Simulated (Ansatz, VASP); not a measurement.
## Ga2PN in VASP and in Ansatz

The input INCAR:

```
ALGO = Normal
EDIFF = 1E-7
ENCUT = 520
GGA = PE
ISIF = 2
ISMEAR = -1
LASPH = True
LCHARG = False
LREAL = False
LWAVE = False
NBANDS = 46
NELM = 100
PREC = Accurate
SIGMA = 0.02
```

KPOINTS

```
k-points
0
Gamma
  8 8 8
```

POSCAR

```
Ga2PN
1.0
   -2.4949347794      2.4949347794      4.9077079625
    2.4949347794     -2.4949347794      4.9077079625
    2.4949347794      2.4949347794     -4.9077079625
N Ga P
2 4 2
Direct
    0.0000000000      0.0000000000      0.0000000000
    0.2500000000      0.7500000000      0.5000000000
    0.6250000000      0.6831978045      0.5581978045
    0.9331978045      0.3750000000      0.0581978045
    0.1250000000      0.0668021955      0.4418021955
    0.3168021955      0.8750000000     -0.0581978045
    0.5000000000      0.5000000000      0.0000000000
    0.7500000000      0.2500000000      0.5000000000
```

Input for Ansatz:

```yaml
crystal:
  lattice:
    - [-2.4949347794, 2.4949347794, 4.9077079625]
    - [2.4949347794, -2.4949347794, 4.9077079625]
    - [2.4949347794, 2.4949347794, -4.9077079625]
  atoms:
    - { symbol: "N", position: [0.0, 0.0, 0.0] }
    - { symbol: Ga, position: [0.625, 0.6831978045, 0.5581978045] }
    - { symbol: "N", position: [0.25, 0.75, 0.5] }
    - { symbol: Ga, position: [0.9331978045, 0.375, 0.0581978045] }
    - { symbol: P, position: [0.5, 0.5, 0.0] }
    - { symbol: Ga, position: [0.125, 0.0668021955, 0.4418021955] }
    - { symbol: P, position: [0.75, 0.25, 0.5] }
    - { symbol: Ga, position: [0.3168021955, 0.875, -0.0581978045] }
kpoints:
  mp_grid: { grid: [8, 8, 8] }
  band_path:
    path:
      - [[0.0, 0.0, 0.0], [-6.83041534666e-19, 6.83041534666e-19, 0.5], [0.25, 0.25, 0.25], [-2.647731434066e-17, 0.5, 2.647731434066e-17], [0.0, 0.0, 0.0], [0.5, 0.5, -0.5], [0.3146101842358, 0.6853898157642, -0.3146101842358]]
      - [[-0.3146101842358, 0.3146101842358, 0.3146101842358], [0.0, 0.0, 0.0]]
      - [[-6.83041534666e-19, 6.83041534666e-19, 0.5], [-0.1292203684716, 0.1292203684716, 0.5]]
      - [[0.5, 0.5, -0.1292203684716], [0.5, 0.5, -0.5]]
    npoints: 10
hamiltonian:
  xc: pbe
scf:
  occupations: { method: fermi_dirac, width: 0.02 }
  n_extra_bands: 6
output:
  forces: true
  stress: true
  eigenvalues: true
```

Alike in both runs: task single point; functional PBE; k mesh 8 × 8 × 8; occupations fermi-dirac, width 0.02 eV; no spin polarisation.

|  | VASP | Ansatz |
| --- | --- | --- |
| version | VASP 6.6.1 | Ansatz 0.2.0 |
| potentials or method | VASP PAW PBE potentials, release 64 (N, Ga_d, P) | plane waves, PAW |
| plane-wave cutoff (eV) | 520 | 420 |
| valence electrons in the cell | 72 | 72 |

```csv
,VASP,Ansatz,Ansatz less VASP
gap on the k mesh at the Fermi level (eV),1.35,1.35,-0.001
pressure (GPa),3.7,3.7,-0.01
rms of the force components (eV/Å),0.013,0.003,-0.0099
```
